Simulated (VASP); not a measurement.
# In4Ru (F-43m) in VASP: relaxation of cell and atoms with PBE

Aim: the relaxation of cell and atoms of In4Ru with PBE.

All numbers are computed with VASP 6.6.1; they aren't measurements. Logs are shortened: lines on timing, memory, paths and dates and some standing lists are left out, and cuts for length are marked.

**1. The cell of the first run**

The structure is cubic, space group F-43m (No. 216). Conventional cell: a = 8.260 Å, b = 8.260 Å, c = 8.260 Å, α = 90.00°, β = 90.00°, γ = 90.00°. Within 3.5 Å of In (site symmetry 3m) lie 6 In at 2.67 to 3.17 Å and 3 Ru at 3.46 Å. Ru (site symmetry -43m) has 12 In at 3.46 Å within 4.5 Å.

The cell was built from a structure type or drawn by symmetry, and may not be a known phase.

**2. Relaxation of cell and atoms, PBE**

The input, INCAR:

```
SYSTEM = In4Ru
ALGO = Normal
EDIFF = 1E-6
EDIFFG = -0.08
ENCUT = 600
GGA = PE
IBRION = 2
ISIF = 3
ISMEAR = 0
LASPH = .TRUE.
LCHARG = .FALSE.
LREAL = .FALSE.
LWAVE = .FALSE.
NELM = 60
NSW = 36
PREC = Accurate
SIGMA = 0.2
```

The input, KPOINTS:

```
k-points
0
G
  4 4 4
  0 0 0
```

The input, POSCAR:

```
In4Ru
1.0
    0.0000000000      4.1302449200      4.1302449200
    4.1302449200      0.0000000000      4.1302449200
    4.1302449200      4.1302449200      0.0000000000
In Ru
4 1
Direct
    0.3641112800      0.3641112800      0.3641112800
    0.3641112800      0.3641112800      0.9076661600
    0.3641112800      0.9076661600      0.3641112800
    0.9076661600      0.3641112800      0.3641112800
    0.7500000000      0.7500000000      0.7500000000
```

Potentials or basis: VASP PAW PBE potentials, release 64 (In_d, Ru_pv).

Launch:

```sh
$ cat potpaw_PBE.64/In_d/POTCAR potpaw_PBE.64/Ru_pv/POTCAR > POTCAR
$ mpirun -np 1 vasp_std > vasp.out
```

OUTCAR:

```text
SYSTEM = In4Ru
   EDIFF = 1E-6
   EDIFFG = -0.08
   ENCUT = 600
   GGA = PE
   IBRION = 2
   ISIF = 3
   ISMEAR = 0
   LASPH = .TRUE.
   LREAL = .FALSE.
   NELM = 60
   NSW = 36
   PREC = Accurate

 ion  position               nearest neighbor table
   1  0.364  0.364  0.364-   2 2.67   3 2.67   4 2.67   4 3.17   3 3.17   2 3.17   5 3.46   5 3.46
                             5 3.46
   2  0.364  0.364  0.908-   1 2.67   3 2.67   4 2.67   3 3.17   4 3.17   1 3.17   5 3.46   5 3.46
                             5 3.46
   3  0.364  0.908  0.364-   1 2.67   2 2.67   4 2.67   4 3.17   2 3.17   1 3.17   5 3.46   5 3.46
                             5 3.46
   4  0.908  0.364  0.364-   1 2.67   2 2.67   3 2.67   3 3.17   2 3.17   1 3.17   5 3.46   5 3.46
                             5 3.46
   5  0.750  0.750  0.750-   2 3.46   3 3.46   4 3.46   1 3.46   1 3.46   1 3.46   3 3.46   3 3.46
                             4 3.46   2 3.46   2 3.46   4 3.46

  LATTYP: Found a face centered cubic cell.
 ALAT       =     8.2604898400

  Lattice vectors:

 A1 = (   0.0000000000,   4.1302449200,   4.1302449200)
 A2 = (   4.1302449200,   0.0000000000,   4.1302449200)
 A3 = (   4.1302449200,   4.1302449200,   0.0000000000)

Analysis of symmetry for initial positions (statically):
=====================================================================
 Subroutine PRICEL returns:
 Original cell was already a primitive cell.

 Routine SETGRP: Setting up the symmetry group for a
 face centered cubic supercell.

 Subroutine GETGRP returns: Found 24 space group operations
 (whereof 24 operations were pure point group operations)
 out of a pool of 48 trial point group operations.

The static configuration has the point symmetry T_d .

Analysis of symmetry for dynamics (positions and initial velocities):
=====================================================================
 Subroutine PRICEL returns:
 Original cell was already a primitive cell.

 Routine SETGRP: Setting up the symmetry group for a
 face centered cubic supercell.

 Subroutine GETGRP returns: Found 24 space group operations
 (whereof 24 operations were pure point group operations)
 out of a pool of 48 trial point group operations.

The dynamic configuration has the point symmetry T_d .

 Subroutine INISYM returns: Found 24 space group operations
 (whereof 24 operations are pure point group operations),
 and found     1 'primitive' translations

----------------------------------------------------------------------------------------

                                     Primitive cell

  volume of cell :     140.9151

  direct lattice vectors                    reciprocal lattice vectors
     0.000000000  4.130244920  4.130244920    -0.121058196  0.121058196  0.121058196
     4.130244920  0.000000000  4.130244920     0.121058196 -0.121058196  0.121058196
     4.130244920  4.130244920  0.000000000     0.121058196  0.121058196 -0.121058196

  length of vectors
     5.841048382  5.841048382  5.841048382     0.209678947  0.209678947  0.209678947

  position of ions in fractional coordinates (direct lattice)
     0.364111280  0.364111280  0.364111280
     0.364111280  0.364111280  0.907666160
     0.364111280  0.907666160  0.364111280
     0.907666160  0.364111280  0.364111280
     0.750000000  0.750000000  0.750000000

  ion indices of the primitive-cell ions
   primitive index   ion index
                 1           1
                 2           2
                 3           3
                 4           4
                 5           5

----------------------------------------------------------------------------------------

 KPOINTS: k-points

Automatic generation of k-mesh.
 Grid dimensions read from file:
 generate k-points for:    4    4    4

 Generating k-lattice:

  Cartesian coordinates                     Fractional coordinates (reciprocal lattice)
    -0.030264549  0.030264549  0.030264549     0.250000000  0.000000000  0.000000000
     0.030264549 -0.030264549  0.030264549     0.000000000  0.250000000  0.000000000
     0.030264549  0.030264549 -0.030264549     0.000000000  0.000000000  0.250000000

  Length of vectors
     0.052419737  0.052419737  0.052419737

  Shift w.r.t. Gamma in fractional coordinates (k-lattice)
     0.000000000  0.000000000  0.000000000

 Subroutine IBZKPT returns following result:
 ===========================================

 Found      8 irreducible k-points:

 Following reciprocal coordinates:
            Coordinates               Weight
  0.000000  0.000000  0.000000      1.000000
  0.250000  0.000000  0.000000      8.000000
  0.500000  0.000000  0.000000      4.000000
  0.250000  0.250000  0.000000      6.000000
  0.500000  0.250000  0.000000     24.000000
 -0.250000  0.250000  0.000000     12.000000
  0.500000  0.500000  0.000000      3.000000
 -0.250000  0.500000  0.250000      6.000000
   k-points           NKPTS =      8   k-points in BZ     NKDIM =      8   number of bands    NBANDS=     39
   number of dos      NEDOS =    301   number of ions     NIONS =      5
   total plane-waves  NPLWV = 110592
   dimension x,y,z NGX =    48 NGY =   48 NGZ =   48
   dimension x,y,z NGXF=    96 NGYF=   96 NGZF=   96
   ions per type =               4   1
   NGX,Y,Z   is equivalent  to a cutoff of  13.66, 13.66, 13.66 a.u.
   NGXF,Y,Z  is equivalent  to a cutoff of  27.32, 27.32, 27.32 a.u.
 SYSTEM =  In4Ru
   PREC   = accura    normal or accurate (medium, high low for compatibility)
   ISTART =      0    job   : 0-new  1-cont  2-samecut
   ICHARG =      2    charge: 1-file 2-atom 10-const
   ISPIN  =      1    spin polarized calculation?
   LNONCOLLINEAR =      F non collinear calculations
   LSORBIT =      F    spin-orbit coupling
   LASPH  =      T    aspherical Exc in radial PAW
   ENCUT  =  600.0 eV  44.10 Ry    6.64 a.u.  11.67 11.67 11.67*2*pi/ulx,y,z
   NELM   =     60;   NELMIN=  2; NELMDL= -5     # of ELM steps
   EDIFF  = 0.1E-05   stopping-criterion for ELM
   LREAL  =      F    real-space projection
   EDIFFG = -.8E-01   stopping-criterion for IOM
   NSW    =     36    number of steps for IOM
   IBRION =      2    ionic relax: 0-MD 1-quasi-New 2-CG
   NFREE  =      1    steps in history (QN), initial steepest desc. (CG)
   ISIF   =      3    stress and relaxation
   ISYM   =      2    0-nonsym 1-usesym 2-fastsym
   POTIM  = 0.5000    time-step for ionic-motion
   TEBEG  =    0.0;   TEEND  =   0.0 temperature during run
   PSTRESS=    0.0 pullay stress
   NELECT =      66.0000    total number of electrons
   NUPDOWN=      -1.0000    fix difference up-down
   EMIN   =  10.00;   EMAX   =-10.00  energy-range for DOS
   EFERMI =   0.00;   METHOD = LEGACY
   ISMEAR =     0;   SIGMA  =   0.20  broadening in eV -4-tet -1-fermi 0-gaus
   EFERMI_NEDOS =   21; number of points for ismear=-14 and -15
   IALGO  =     38    algorithm
   IMIX   =      4    mixing-type and parameters
     AMIX     =   0.40;   BMIX     =  1.00
     AMIX_MAG =   1.60;   BMIX_MAG =  1.00
  volume/ion in A,a.u.               =      28.18       190.19
  Fermi-wavevector in a.u.,A,eV,Ry     =   1.271365  2.402532 21.992044  1.616370
  Thomas-Fermi vector in A             =   2.404302
   LORBIT       =      0    0 simple, 1 ext, 2 COOP (PROOUT), +10 PAW based schemes
   GGA     = PE    functional components
   LHFCALC =     F    Hartree Fock is set to
   AEXX    =    0.0000 exact exchange contribution
   IVDW    =     0    specifies the selected vdW correction
   LEPSILON=     F    determine dielectric tensor
   LRPA    =     F    only Hartree local field effects (RPA)
 conjugate gradient relaxation of ions
 non-spin polarized calculation
 Gauss-broadening in eV      SIGMA  =   0.20
  energy-cutoff  :      600.00
  volume of cell :      140.92
 maximum number of plane-waves:      4735
 NGX is ok and might be reduce to    48
   NGX = 23   NGY = 23   NGZ = 23

--------------------------------------- Ionic step        1  -------------------------------------------

 number of electron      65.9999992 magnetization

 Free energy of the ion-electron system (eV)
  ---------------------------------------------------
  ext. energy  EPLUGINS =         0.00000000
  ---------------------------------------------------
  free energy    TOTEN  =       -14.31222627 eV

  energy without entropy =      -14.28425765  energy(sigma->0) =      -14.29824196

------------------------ aborting loop because EDIFF is reached ----------------------------------------

  FORCE on cell =-STRESS in cart. coord.  units (eV):
  Direction    XX          YY          ZZ          XY          YZ          ZX
  --------------------------------------------------------------------------------------
  -------------------------------------------------------------------------------------
  Total        0.5638747      0.5638747      0.5638747     -0.0000000     -0.0000000      0.0000000
  in kB        6.4111478      6.4111478      6.4111478     -0.0000000     -0.0000000      0.0000000
  external PRESSURE =       6.4111478 kB  Pullay stress =       0.0000000 kB

 VOLUME and BASIS-vectors are now :
 -----------------------------------------------------------------------------
  energy-cutoff  :      600.00
  volume of cell :      140.92
      direct lattice vectors                 reciprocal lattice vectors
     0.000000000  4.130244920  4.130244920    -0.121058196  0.121058196  0.121058196
     4.130244920  0.000000000  4.130244920     0.121058196 -0.121058196  0.121058196
     4.130244920  4.130244920  0.000000000     0.121058196  0.121058196 -0.121058196

 POSITION                                       TOTAL-FORCE (eV/Angst)
 -----------------------------------------------------------------------------------
      3.00774      3.00774      3.00774         2.587871      2.587871      2.587871
      5.25275      5.25275      3.00774        -2.587871     -2.587871      2.587871
      5.25275      3.00774      5.25275        -2.587871      2.587871     -2.587871
      3.00774      5.25275      5.25275         2.587871     -2.587871     -2.587871
      6.19537      6.19537      6.19537        -0.000000     -0.000000     -0.000000
 -----------------------------------------------------------------------------------
    total drift:                               -0.000000     -0.000000     -0.000000

  FREE ENERGIE OF THE ION-ELECTRON SYSTEM (eV)
  ---------------------------------------------------
  free  energy   TOTEN  =       -14.3122262699 eV
[... 182 lines left out ...]
 POSITION                                       TOTAL-FORCE (eV/Angst)
 -----------------------------------------------------------------------------------
      3.01989      3.01989      3.01989         0.072297      0.072297      0.072297
      5.03608      5.03608      3.01989        -0.072297     -0.072297      0.072297
      5.03608      3.01989      5.03608        -0.072297      0.072297     -0.072297
      3.01989      5.03608      5.03608         0.072297     -0.072297     -0.072297
      6.04198      6.04198      6.04198         0.000000      0.000000      0.000000
 -----------------------------------------------------------------------------------
    total drift:                               -0.000000     -0.000000     -0.000000

  FREE ENERGIE OF THE ION-ELECTRON SYSTEM (eV)
  ---------------------------------------------------
  free  energy   TOTEN  =       -15.7593721304 eV

  energy  without entropy=      -15.7417836333  energy(sigma->0) =      -15.75057788

--------------------------------------- Ionic step        7  -------------------------------------------

 number of electron      66.0000012 magnetization

 Free energy of the ion-electron system (eV)
  ---------------------------------------------------
  ext. energy  EPLUGINS =         0.00000000
  ---------------------------------------------------
  free energy    TOTEN  =       -15.76049788 eV

  energy without entropy =      -15.74252139  energy(sigma->0) =      -15.75150963

 E-fermi :   6.7442     XC(G=0):  -9.9861

 val. band max:        6.5800116356   @ k =  -0.2500   0.5000   0.2500
 cond. band min:       6.8863665776   @ k =   0.5000   0.5000   0.0000
 fundamental gap:      0.3063549421
 Fermi energy:         6.7441585916

 k-point     1 :       0.0000    0.0000    0.0000
  band No.  band energies     occupation
      1     -34.9610      2.00000
      2     -34.9610      2.00000
      3     -34.9610      2.00000
      4      -9.2628      2.00000
      5      -8.8128      2.00000
      6      -8.8128      2.00000
[... 31 lines left out ...]
     38       9.1573      0.00000
     39       9.1573      0.00000
[... 305 lines left out ...]
 VOLUME and BASIS-vectors are now :
 -----------------------------------------------------------------------------
  energy-cutoff  :      600.00
  volume of cell :      131.06
      direct lattice vectors                 reciprocal lattice vectors
    -0.000000000  4.031611600  4.031611600    -0.124019883  0.124019883  0.124019883
     4.031611600  0.000000000  4.031611600     0.124019883 -0.124019883  0.124019883
     4.031611600  4.031611600  0.000000000     0.124019883  0.124019883 -0.124019883

 POSITION                                       TOTAL-FORCE (eV/Angst)
 -----------------------------------------------------------------------------------
      3.02489      3.02489      3.02489        -0.000613     -0.000613     -0.000613
      5.03833      5.03833      3.02489         0.000613      0.000613     -0.000613
      5.03833      3.02489      5.03833         0.000613     -0.000613      0.000613
      3.02489      5.03833      5.03833        -0.000613      0.000613      0.000613
      6.04742      6.04742      6.04742         0.000000      0.000000     -0.000000
 -----------------------------------------------------------------------------------
    total drift:                               -0.000000     -0.000000     -0.000000

  FREE ENERGIE OF THE ION-ELECTRON SYSTEM (eV)
  ---------------------------------------------------
  free  energy   TOTEN  =       -15.7604978789 eV

  energy  without entropy=      -15.7425213873  energy(sigma->0) =      -15.75150963

 reached required accuracy - stopping structural energy minimisation
```

Wall time 2.7 min (1 thread of Intel Xeon 6975P-C (Granite Rapids), shared host); peak memory 0.35 GiB.

What came out:

| Item | Value |
| --- | --- |
| Free energy | -15.7605 eV |
| Relaxed volume | 26.21 Å³/atom |
| Relaxed cell | a = 5.702 Å, b = 5.702 Å, c = 5.702 Å, α = 60.00°, β = 60.00°, γ = 60.00° |
| Space group after relaxing (to 0.1 Å) | F-43m (No. 216) |
| Energy gained by relaxing | 289.7 meV/atom |
| Ionic steps | 7 |
| Pressure after relaxing | 0.0 GPa |
| Band gap on the k mesh | 0.31 eV (least direct gap 0.35 eV) |

Step by step:
```csv
step,energy change (eV),largest force (eV/Å),pressure (GPa),volume (Å³)
1,0.0000,4.4823,0.64,140.92
2,-1.1391,1.4123,-2.98,143.23
3,-1.3142,0.1025,-3.40,142.56
4,-1.4375,0.4134,-0.02,131.24
5,-1.4385,0.3620,-0.36,132.11
6,-1.4471,0.1252,0.14,130.71
7,-1.4483,0.0011,0.00,131.06
```

Final structure:
```
In Ru
1.0
     0.00000    4.03161    4.03161
     4.03161    0.00000    4.03161
     4.03161    4.03161    0.00000
In Ru
4 1
Direct
  0.37515 0.37515 0.37515
  0.37515 0.37515 0.87456
  0.37515 0.87456 0.37515
  0.87456 0.37515 0.37515
  0.75000 0.75000 0.75000
```

Caveat: spin-orbit coupling is left out, which moves the levels of the heavy elements. A k mesh can miss the band edges.
